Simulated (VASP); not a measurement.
# MgO (P6_3mc) in VASP: further runs, part 2 of 2

VASP 6.6.1.

**4. Single point, PBE (volume 12.739 Å^3 an atom, c/a of the conventional cell 3.8446)**

INCAR

```
SYSTEM = MgO
ALGO     = Normal         ! electronic algorithm
EDIFF    = 1E-6           ! SCF threshold, eV
ENCUT    = 520            ! plane-wave cutoff, eV
GGA      = PE             ! functional
ISIF     = 2              ! what is computed and relaxed
ISMEAR   = 0              ! smearing method
LASPH    = .TRUE.         ! aspherical terms in the spheres
LCHARG   = .TRUE.         ! write CHGCAR
LELF     = .TRUE.         ! ELF
LREAL    = .FALSE.        ! projectors in reciprocal space
LVHAR    = .TRUE.       
LWAVE    = .FALSE.        ! write WAVECAR
NBANDS   = 26             ! bands
NELM     = 60             ! most SCF steps
PREC     = Accurate       ! precision mode
SIGMA    = 0.05           ! smearing width, eV
```

KPOINTS

```
k-points
0
G
  9 9 4
  0 0 0
```

POSCAR

```
MgO
1.0
    3.1281039531      0.0000000000      0.0000000000
   -1.5640519766      2.7090174891      0.0000000000
    0.0000000000      0.0000000000     12.0263084582
Mg O
4 4
Direct
    0.3333333333      0.6666666667      0.9694906392
    0.0000000000      0.0000000000      0.2208211786
    0.0000000000      0.0000000000      0.7208211786
    0.6666666667      0.3333333333      0.4694906392
    0.3333333333      0.6666666667      0.7800420079
    0.0000000000      0.0000000000      0.5296443544
    0.0000000000      0.0000000000      0.0296443544
    0.6666666667      0.3333333333      0.2800420079
```

Potentials or basis: VASP PAW PBE potentials, release 64 (Mg, O).

Run with:

```bash
$ cat potpaw_PBE.64/Mg/POTCAR potpaw_PBE.64/O/POTCAR > POTCAR
$ mpirun -np 1 vasp_std > vasp.out
```

OUTCAR:

```text
SYSTEM = MgO
   EDIFF = 1E-6
   ENCUT = 520
   GGA = PE
   ISIF = 2
   ISMEAR = 0
   LASPH = .TRUE.
   LREAL = .FALSE.
   NELM = 60
   PREC = Accurate

 ion  position               nearest neighbor table
   1  0.333  0.667  0.969-   7 1.95   7 1.95   7 1.95   5 2.28   3 3.49   3 3.49   3 3.49   2 3.52
                             2 3.52   2 3.52
   2  0.000  0.000  0.221-   8 1.94   8 1.94   8 1.94   7 2.30   4 3.49   4 3.49   4 3.49   1 3.52
                             1 3.52   1 3.52
   3  0.000  0.000  0.721-   5 1.94   5 1.94   5 1.94   6 2.30   1 3.49   1 3.49   1 3.49   4 3.52
                             4 3.52   4 3.52
   4  0.667  0.333  0.469-   6 1.95   6 1.95   6 1.95   8 2.28   2 3.49   2 3.49   2 3.49   3 3.52
                             3 3.52   3 3.52
   5  0.333  0.667  0.780-   3 1.94   3 1.94   3 1.94   1 2.28
   6  0.000  0.000  0.530-   4 1.95   4 1.95   4 1.95   3 2.30
   7  0.000  0.000  0.030-   1 1.95   1 1.95   1 1.95   2 2.30
   8  0.667  0.333  0.280-   2 1.94   2 1.94   2 1.94   4 2.28

  LATTYP: Found a hexagonal cell.
 ALAT       =     3.1281039531
 C/A-ratio  =     3.8446000000

  Lattice vectors:

 A1 = (   3.1281039531,   0.0000000000,   0.0000000000)
 A2 = (  -1.5640519766,   2.7090174891,   0.0000000000)
 A3 = (   0.0000000000,   0.0000000000,  12.0263084582)

Analysis of symmetry for initial positions (statically):
=====================================================================
 Subroutine PRICEL returns:
 Original cell was already a primitive cell.

 Routine SETGRP: Setting up the symmetry group for a
 hexagonal supercell.

 Subroutine GETGRP returns: Found 12 space group operations
 (whereof  6 operations were pure point group operations)
 out of a pool of 24 trial point group operations.

The static configuration has the point symmetry C_3v.
 The point group associated with its full space group is C_6v.

Analysis of symmetry for dynamics (positions and initial velocities):
=====================================================================
 Subroutine PRICEL returns:
 Original cell was already a primitive cell.

 Routine SETGRP: Setting up the symmetry group for a
 hexagonal supercell.

 Subroutine GETGRP returns: Found 12 space group operations
 (whereof  6 operations were pure point group operations)
 out of a pool of 24 trial point group operations.

The dynamic configuration has the point symmetry C_3v.
 The point group associated with its full space group is C_6v.

 Subroutine INISYM returns: Found 12 space group operations
 (whereof  6 operations are pure point group operations),
 and found     1 'primitive' translations

----------------------------------------------------------------------------------------

                                     Primitive cell

  volume of cell :     101.9120

  direct lattice vectors                    reciprocal lattice vectors
     3.128103953  0.000000000  0.000000000     0.319682471  0.184568760  0.000000000
    -1.564051977  2.709017489  0.000000000     0.000000000  0.369137521  0.000000000
     0.000000000  0.000000000 12.026308458     0.000000000  0.000000000  0.083151035

  length of vectors
     3.128103953  3.128103953 12.026308458     0.369137521  0.369137521  0.083151035

  position of ions in fractional coordinates (direct lattice)
     0.333333333  0.666666667  0.969490639
[... 47 lines left out ...]
  0.000000  0.000000  0.000000      1.000000
  0.111111  0.000000  0.000000      6.000000
  0.222222  0.000000  0.000000      6.000000
  0.333333  0.000000  0.000000      6.000000
  0.444444  0.000000  0.000000      6.000000
  0.111111  0.111111  0.000000      6.000000
[... 16 lines left out ...]
  0.333333  0.222222  0.250000     24.000000
  0.333333  0.333333  0.250000      4.000000
 [... further k-points ...]
   k-points           NKPTS =     36   k-points in BZ     NKDIM =     36   number of bands    NBANDS=     26
   number of dos      NEDOS =    301   number of ions     NIONS =      8
   total plane-waves  NPLWV =  51840
   dimension x,y,z NGX =    24 NGY =   24 NGZ =   90
   dimension x,y,z NGXF=    48 NGYF=   48 NGZF=  180
   ions per type =               4   4
   NGX,Y,Z   is equivalent  to a cutoff of  12.76, 12.76, 12.44 a.u.
   NGXF,Y,Z  is equivalent  to a cutoff of  25.51, 25.51, 24.88 a.u.
 SYSTEM =  MgO
   PREC   = accura    normal or accurate (medium, high low for compatibility)
   ISTART =      0    job   : 0-new  1-cont  2-samecut
   ICHARG =      2    charge: 1-file 2-atom 10-const
   ISPIN  =      1    spin polarized calculation?
   LNONCOLLINEAR =      F non collinear calculations
   LSORBIT =      F    spin-orbit coupling
   LASPH  =      T    aspherical Exc in radial PAW
   ENCUT  =  520.0 eV  38.22 Ry    6.18 a.u.   5.82  5.82 22.36*2*pi/ulx,y,z
   NELM   =     60;   NELMIN=  2; NELMDL= -5     # of ELM steps
   EDIFF  = 0.1E-05   stopping-criterion for ELM
   LREAL  =      F    real-space projection
   EDIFFG = 0.1E-04   stopping-criterion for IOM
   NSW    =      0    number of steps for IOM
   IBRION =     -1    ionic relax: 0-MD 1-quasi-New 2-CG
   NFREE  =      0    steps in history (QN), initial steepest desc. (CG)
   ISIF   =      2    stress and relaxation
   ISYM   =      2    0-nonsym 1-usesym 2-fastsym
   POTIM  = 0.5000    time-step for ionic-motion
   TEBEG  =    0.0;   TEEND  =   0.0 temperature during run
   PSTRESS=    0.0 pullay stress
   NELECT =      32.0000    total number of electrons
   NUPDOWN=      -1.0000    fix difference up-down
   EMIN   =  10.00;   EMAX   =-10.00  energy-range for DOS
   EFERMI =   0.00;   METHOD = LEGACY
   ISMEAR =     0;   SIGMA  =   0.05  broadening in eV -4-tet -1-fermi 0-gaus
   EFERMI_NEDOS =   21; number of points for ismear=-14 and -15
   IALGO  =     38    algorithm
   IMIX   =      4    mixing-type and parameters
     AMIX     =   0.40;   BMIX     =  1.00
     AMIX_MAG =   1.60;   BMIX_MAG =  1.00
  volume/ion in A,a.u.               =      12.74        85.97
  Fermi-wavevector in a.u.,A,eV,Ry     =   1.112713  2.102722 16.845776  1.238130
  Thomas-Fermi vector in A             =   2.249290
   LORBIT       =      0    0 simple, 1 ext, 2 COOP (PROOUT), +10 PAW based schemes
   GGA     = PE    functional components
   LHFCALC =     F    Hartree Fock is set to
   AEXX    =    0.0000 exact exchange contribution
   IVDW    =     0    specifies the selected vdW correction
   LEPSILON=     F    determine dielectric tensor
   LRPA    =     F    only Hartree local field effects (RPA)
 non-spin polarized calculation
 Gauss-broadening in eV      SIGMA  =   0.05
  energy-cutoff  :      520.00
  volume of cell :      101.91
 maximum number of plane-waves:      2768
 NGX is ok and might be reduce to    24
   NGX = 11   NGY = 11   NGZ = 45

 number of electron      31.9999998 magnetization

 Free energy of the ion-electron system (eV)
  ---------------------------------------------------
  ext. energy  EPLUGINS =         0.00000000
  ---------------------------------------------------
  free energy    TOTEN  =       -45.63049452 eV

  energy without entropy =      -45.63049452  energy(sigma->0) =      -45.63049452

 E-fermi :   0.8825     XC(G=0):  -9.4067

 val. band max:        0.6622338757   @ k =   0.0000   0.0000   0.0000
 cond. band min:       3.4912428012   @ k =   0.0000   0.0000   0.0000
 fundamental gap:      2.8290089254
 Fermi energy:         0.8824574271

 k-point     1 :       0.0000    0.0000    0.0000
  band No.  band energies     occupation
      1     -15.2954      2.00000
      2     -15.1443      2.00000
      3     -15.0734      2.00000
      4     -14.9106      2.00000
      5      -2.6566      2.00000
      6      -1.6142      2.00000
[... 685 lines left out ...]
     25      12.2396      0.00000
     26      12.5066      0.00000

 [... further k-points ...]
[... 5 lines left out ...]
  --------------------------------------------------------------------------------------
  -------------------------------------------------------------------------------------
  Total        6.6515998      6.6515998    -13.1357406     -0.0000000      0.0000000      0.0000000
  in kB      104.5710259    104.5710259   -206.5093990     -0.0000000      0.0000000      0.0000000
  external PRESSURE =       0.8775509 kB  Pullay stress =       0.0000000 kB

 VOLUME and BASIS-vectors are now :
 -----------------------------------------------------------------------------
  energy-cutoff  :      520.00
  volume of cell :      101.91
      direct lattice vectors                 reciprocal lattice vectors
     3.128103953  0.000000000  0.000000000     0.319682471  0.184568760  0.000000000
    -1.564051977  2.709017489  0.000000000     0.000000000  0.369137521  0.000000000
     0.000000000  0.000000000 12.026308458     0.000000000  0.000000000  0.083151035

 POSITION                                       TOTAL-FORCE (eV/Angst)
 -----------------------------------------------------------------------------------
     -0.00000      1.80601     11.65939        -0.000000     -0.000000     -0.436319
      0.00000      0.00000      2.65566         0.000000     -0.000000     -0.521901
      0.00000      0.00000      8.66882        -0.000000     -0.000000     -0.521901
      1.56405      0.90301      5.64624        -0.000000      0.000000     -0.436319
     -0.00000      1.80601      9.38103        -0.000000      0.000000      0.517811
      0.00000      0.00000      6.36967        -0.000000     -0.000000      0.440410
      0.00000      0.00000      0.35651         0.000000      0.000000      0.440410
      1.56405      0.90301      3.36787        -0.000000     -0.000000      0.517811
 -----------------------------------------------------------------------------------
    total drift:                                0.000000      0.000000      0.001050

  FREE ENERGIE OF THE ION-ELECTRON SYSTEM (eV)
  ---------------------------------------------------
  free  energy   TOTEN  =       -45.6304945227 eV

  energy  without entropy=      -45.6304945227  energy(sigma->0) =      -45.63049452
```

Wall time 70 s (1 thread of Intel Xeon Platinum 8259CL at 2.50GHz (Skylake/Cascade Lake), shared host); peak memory 0.25 GiB.

What came out:

| Quantity | Value |
| --- | --- |
| Free energy | -45.6305 eV |
| Pressure | 0.1 GPa |
| Largest force | 0.522 eV/Å |
| Band gap on the k mesh | 2.83 eV, direct |

Forces in eV/Å, atoms in the order of the input:
```
Mg   0.000  0.000 -0.436
Mg   0.000  0.000 -0.522
Mg   0.000  0.000 -0.522
Mg   0.000  0.000 -0.436
O    0.000  0.000  0.518
O    0.000  0.000  0.440
O    0.000  0.000  0.440
O    0.000  0.000  0.518
```

**5. Single point, PBE (volume 12.739 Å^3 an atom, c/a of the conventional cell 3.4054)**

INCAR

```
PREC = Accurate
ENCUT = 520
EDIFF = 1E-6
ISMEAR = 0
SIGMA = 0.05
LREAL = False
LASPH = True
NELM = 100
ALGO = Normal
ISIF = 2
LWAVE = False
LCHARG = True
GGA = PE
LELF = True
LVHAR = True
NBANDS = 26
```

KPOINTS

```
Automatic mesh
0
Gamma
  9 9 4
```

POSCAR: that of step 4 with these lines changed.

```diff
@@ -2,5 +2,5 @@
 1.0
-    3.1281039531      0.0000000000      0.0000000000
-   -1.5640519766      2.7090174891      0.0000000000
-    0.0000000000      0.0000000000     12.0263084582
+    3.2571832072      0.0000000000      0.0000000000
+   -1.6285916036      2.8208034022      0.0000000000
+    0.0000000000      0.0000000000     11.0920116939
 Mg O
```

Run with:

```bash
$ cat potpaw_PBE.64/Mg/POTCAR potpaw_PBE.64/O/POTCAR > POTCAR
$ mpirun -np 1 vasp_std > vasp.out
```

Run time: 71 s. Hardware: 1 thread of Intel Xeon Platinum 8259CL at 2.50GHz (Skylake/Cascade Lake), shared host; peak memory 0.24 GiB.

Results (log left out):

```yaml
Free_energy: -46.7209 eV
Pressure: -3.9 GPa
Largest_force: 0.331 eV/Å
Band_gap_on_the_k_mesh: 3.26 eV, direct
```

Forces on the atoms (eV/Å):
```
Mg   0.000  0.000 -0.299
Mg   0.000  0.000 -0.326
Mg   0.000  0.000 -0.326
Mg   0.000  0.000 -0.299
O    0.000  0.000  0.331
O    0.000  0.000  0.294
O    0.000  0.000  0.294
O    0.000  0.000  0.331
```

Stress tensor (GPa, compression positive):
```
 -0.27   0.00   0.00
  0.00  -0.27   0.00
  0.00   0.00 -11.20
```

Levels at points of the mesh, in eV from the valence-band top:
```csv
k point,band 13,band 14,band 15,band 16,band 17,band 18,band 19,band 20
"(0.00, 0.00, 0.00)",-0.06,-0.06,0.00,0.00,3.26,5.54,5.62,8.38
"(0.00, 0.00, 0.50)",-0.02,-0.02,-0.02,-0.02,4.06,4.06,7.15,7.15
```

 A k mesh can miss the band edges.

**6. Single point, PBE (volume 12.739 Å^3 an atom, c/a of the conventional cell 3.2049)**

INCAR

```
  ALGO = Normal
  EDIFF = 1E-6
  ENCUT = 520
  GGA = PE
  ISIF = 2
  ISMEAR = 0
  LASPH = T
  LCHARG = F
  LREAL = F
  LWAVE = F
  NBANDS = 26
  NELM = 100
  PREC = Accurate
  SIGMA = 0.05
```

KPOINTS

```
k-points
0
Gamma
  9 9 4
```

POSCAR: that of step 5 with these lines changed.

```diff
@@ -2,5 +2,5 @@
 1.0
-    3.2571832072      0.0000000000      0.0000000000
-   -1.6285916036      2.8208034022      0.0000000000
-    0.0000000000      0.0000000000     11.0920116939
+    3.3237231229      0.0000000000      0.0000000000
+   -1.6618615615      2.8784286595      0.0000000000
+    0.0000000000      0.0000000000     10.6523399083
 Mg O
```

Potentials or basis: VASP PAW PBE potentials, release 64 (Mg, O).

Run with:

```bash
$ cat potpaw_PBE.64/Mg/POTCAR potpaw_PBE.64/O/POTCAR > POTCAR
$ mpirun -np 1 vasp_std > vasp.out
```

It took 93 s on 1 thread of Intel Xeon Platinum 8259CL at 2.50GHz (Skylake/Cascade Lake), shared host; peak memory 0.27 GiB.

Results (log left out):

* Free energy: -46.8607 eV
* Pressure: -4.6 GPa
* Largest force: 0.016 eV/Å
* Band gap on the k mesh: 3.23 eV, direct

Forces on the atoms (eV/Å):
```
Mg   0.000  0.000 -0.014
Mg   0.000  0.000 -0.004
Mg   0.000  0.000 -0.004
Mg   0.000  0.000 -0.014
O    0.000  0.000  0.016
O    0.000  0.000  0.003
O    0.000  0.000  0.003
O    0.000  0.000  0.016
```

Stress tensor (GPa, compression positive):
```
-4.65  0.00  0.00
 0.00 -4.65  0.00
 0.00  0.00 -4.45
```

Levels at points of the mesh, in eV from the valence-band top:
```
           k point  band 14  band 15  band 16  band 17  band 18  band 19
(0.00, 0.00, 0.00)    -0.11    -0.11     0.00     3.23     5.51     5.62
(0.00, 0.00, 0.50)    -0.14    -0.14    -0.14     4.05     4.05     7.11
```

 A k mesh can miss the band edges.

**7. Overview**

| cell | gap on the mesh (eV) | pressure (GPa) | largest force (eV/Å) |
| --- | --- | --- | --- |
| a = 3.392, b = 3.392, c = 10.230 Å, angles 90.0, 90.0, 120.0°, 8 atoms | 3.11 | -4.2 | 0.54 |
| a = 3.532, b = 3.532, c = 9.435 Å, angles 90.0, 90.0, 120.0°, 8 atoms | 2.86 | 0.4 | 2.58 |
| a = 3.128, b = 3.128, c = 12.026 Å, angles 90.0, 90.0, 120.0°, 8 atoms | 2.83 | 0.1 | 0.52 |
| a = 3.257, b = 3.257, c = 11.092 Å, angles 90.0, 90.0, 120.0°, 8 atoms | 3.26 | -3.9 | 0.33 |
| a = 3.324, b = 3.324, c = 10.652 Å, angles 90.0, 90.0, 120.0°, 8 atoms | 3.23 | -4.6 | 0.02 |

Alike in all rows: task single point; level PBE; potentials or basis VASP PAW PBE potentials, release 64 (Mg, O); no spin polarisation; k mesh 9 × 9 × 4; cutoff (eV) 520; smearing gaussian 0.05 eV.

Caveats: forces of over 1 eV/Å act on the atoms, so gaps and moduli don't describe the material at rest (some runs).

Absolute energies hang on the potentials; compare differences alone.
